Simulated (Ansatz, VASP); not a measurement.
This is a calculation of Bi for Ansatz 0.2.0.

input.yaml

```yaml
crystal:
  lattice:
    - [-1.9814305318, 1.9814305318, 1.9814305318]
    - [1.9814305318, -1.9814305318, 1.9814305318]
    - [1.9814305318, 1.9814305318, -1.9814305318]
  atoms:
    - { symbol: Bi, position: [0.0, 0.0, 0.0] }
hamiltonian:
  xc: r2scan
  pseudopotentials: { kind: paw }
  dispersion: d4
kpoints:
  mp_grid: { grid: [9, 9, 9] }
scf:
  occupations: { method: fermi_dirac, width: 0.05 }
output:
  forces: true
  stress: true
relax:
  f_tol: 0.01
  max_steps: 40
  cell: { stress_tol: 0.05 }
```

Potentials or basis: Ansatz PAW.

Run with:

```bash
$ ansatz run input.yaml --threads 2 --pin off --max-ram 5120MiB --backend cpu --events-out ev --progress --plain --runs-dir out
```

**Question.** Translate it to VASP 6.6.1. Potentials there: VASP PAW PBE potentials, release 64 (Bi_d).

**Answer.** As run (the cutoff follows the program's own potentials):

POSCAR

```
Bi
1.0
   -1.9814305318      1.9814305318      1.9814305318
    1.9814305318     -1.9814305318      1.9814305318
    1.9814305318      1.9814305318     -1.9814305318
Bi
1
Direct
    0.0000000000      0.0000000000      0.0000000000
```

File INCAR.step1:

```
  PREC = Accurate
  ENCUT = 600
  ISMEAR = -1
  SIGMA = 0.05
  LREAL = F
  LASPH = T
  NELM = 80
  GGA = PE
  ALGO = Normal
  EDIFF = 1E-4
  LWAVE = T
  LCHARG = F
```

INCAR.step2

```
  PREC = Accurate
  ENCUT = 600
  EDIFF = 1E-6
  ISMEAR = -1
  SIGMA = 0.05
  LREAL = F
  LASPH = T
  NELM = 80
  ALGO = Normal
  ISIF = 3
  LWAVE = F
  LCHARG = F
  METAGGA = R2SCAN
  LMIXTAU = T
  IVDW = 13
  VDW_S6 = 1.0
  VDW_S8 = 0.6018749
  VDW_A1 = 0.51559235
  VDW_A2 = 5.77342911
  IBRION = 2
  NSW = 60
  EDIFFG = -0.01
  ISTART = 1
```

File KPOINTS:

```
Automatic mesh
0
Gamma
  9 9 9
```

Potentials or basis: VASP PAW PBE potentials, release 64 (Bi_d).

Command:

```console
$ cat potpaw_PBE.64/Bi_d/POTCAR > POTCAR
$ cp INCAR.step1 INCAR
$ mpirun -np 1 vasp_std > vasp.out
$ cp INCAR.step2 INCAR
$ mpirun -np 1 vasp_std > vasp.out
```

Both were run:

|  | VASP | Ansatz | Ansatz less VASP |
| --- | --- | --- | --- |
| relaxed volume (Å³/atom) | 30.72 | 30.70 | -0.011 |
| relaxed cell length with the largest relative difference (Å) | 3.417 | 3.417 | -0.0004 |

VASP's potentials were made for PBE, not for r2SCAN.

Spin-orbit coupling is off throughout. Noted on Ansatz's run: the plane-wave basis is chosen anew once the cell has moved, so the energies of steps on either side of that aren't comparable.
